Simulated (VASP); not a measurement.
# Ag: single point with LDA

Crystal: Ag.

```
Ag
1.0
     0.00000    2.04310    1.98181
     2.04310    0.00000    1.98181
     2.04310    2.04310    0.00000
Ag
1
Direct
  0.00000 0.00000 0.00000
```

This cell differs from its parent crystal: zz strain of -3 %.

- Program: VASP 6.6.1
- Task: single point
- Functional: LDA
- Potentials or basis: VASP PAW LDA potentials, release 64 (Ag)
- Cutoff: 520 eV
- k mesh: 15 × 15 × 15
- Occupations: fermi-dirac, width 0.05 eV
- Spin: no spin polarisation

| Quantity | Value |
| --- | --- |
| Pressure | -4.1 GPa |

Stress tensor (GPa, compression positive):
```
-4.16  0.00  0.00
 0.00 -4.16  0.00
 0.00  0.00 -3.85
```

Levels at points of the mesh, in eV from the Fermi level:
```tsv
k point	band 2	band 3	band 4	band 5	band 6	band 7	band 8	band 9	band 10	band 11
(0.00, 0.00, 0.00)	-5.09	-5.09	-4.89	-4.02	-3.82	15.96	19.48	19.48	19.92	24.72
```

Run time: 29 s on 1 thread of AMD EPYC 9R14 (Zen 4), with other jobs on the host, peak memory 0.14 GiB.

Caveat: the cell differs from its parent crystal (zz strain of -3 %).
